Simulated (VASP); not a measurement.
A run of VASP 6.6.1:

Contents of INCAR:

```
SYSTEM = Si
PREC     = Accurate       ! precision mode
ENCUT    = 500            ! plane-wave cutoff, eV
EDIFF    = 1E-7           ! SCF threshold, eV
ISMEAR   = 0              ! smearing method
SIGMA    = 0.1            ! smearing width, eV
LREAL    = .False.        ! projectors in reciprocal space
LASPH    = .True.         ! aspherical terms in the spheres
NELM     = 120            ! most SCF steps
ALGO     = Normal         ! electronic algorithm
ISIF     = 3              ! what is computed and relaxed
LWAVE    = .False.        ! write WAVECAR
LCHARG   = .False.        ! write CHGCAR
GGA      = PS             ! functional
IBRION   = 2              ! ionic algorithm
NSW      = 80             ! ionic steps
EDIFFG   = -0.05          ! ionic threshold
PSTRESS  = 77.5         
GGA_COMPAT= .False.      
NELMIN   = 4
```

Contents of KPOINTS:

```
Automatic mesh
0
Gamma
  6 6 6
  0 0 0
```

POSCAR

```
Si
1.0
    0.0000000000      2.7135600000      2.7135600000
    2.7135600000      0.0000000000      2.7135600000
    2.7135600000      2.7135600000      0.0000000000
Si
2
Direct
    0.7500000000      0.7500000000      0.7500000000
    0.5000000000      0.5000000000      0.5000000000
```

Potentials or basis: VASP PAW PBE potentials, release 64 (Si).

Launch:

```console
$ cat potpaw_PBE.64/Si/POTCAR > POTCAR
$ mpirun -np 1 vasp_std > vasp.out
```

Hardware: 1 thread of Intel Xeon 8259CL, with other jobs on the host.

Question: How long does it take, and how much memory?

Answer: Wall time 16 s on 1 thread of Intel Xeon 8259CL, with other jobs on the host, peak memory 0.15 GiB. Counts: scf iterations 27, k points 16, ion steps 3.
